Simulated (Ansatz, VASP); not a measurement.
One calculation of WS2, two programs

```xyz
6
Lattice="3.1595 0.0000 0.0000 -1.5798 2.7362 0.0000 0.0000 0.0000 23.8043" Properties=species:S:1:pos:R:3 pbc="T T T"
S     0.0000    1.8242    4.5000
S     0.0000    1.8242    7.6521
S    -0.7899    3.1923   11.4921
S    -0.7899    3.1923   14.6443
W     1.5798    0.9121    6.0761
W    -2.3697    4.1044   13.0682
```

Alike in both runs: task single point; functional PBE; dispersion D3(BJ); k mesh 9 × 9 × 1; occupations gaussian, width 0.05 eV; no spin polarisation.

```csv
,VASP,Ansatz
version,VASP 6.6.1,Ansatz 0.2.0
potentials or method,"VASP PAW PBE potentials, release 64 (S, W_sv), cutoff 520 eV","scalar-relativistic, plane waves, PAW"
valence electrons in the cell,52,52
```

|  | VASP | Ansatz | Ansatz less VASP |
| --- | --- | --- | --- |
| gap on the k mesh at the Fermi level (eV) | 1.87 | 1.85 | -0.013 |
| least direct gap on the mesh (eV) | 1.91 | 1.91 | -0.003 |
| rms of the force components (eV/Å) | 0.027 | 0.027 | -0.0006 |

Neither program's run includes spin-orbit coupling.
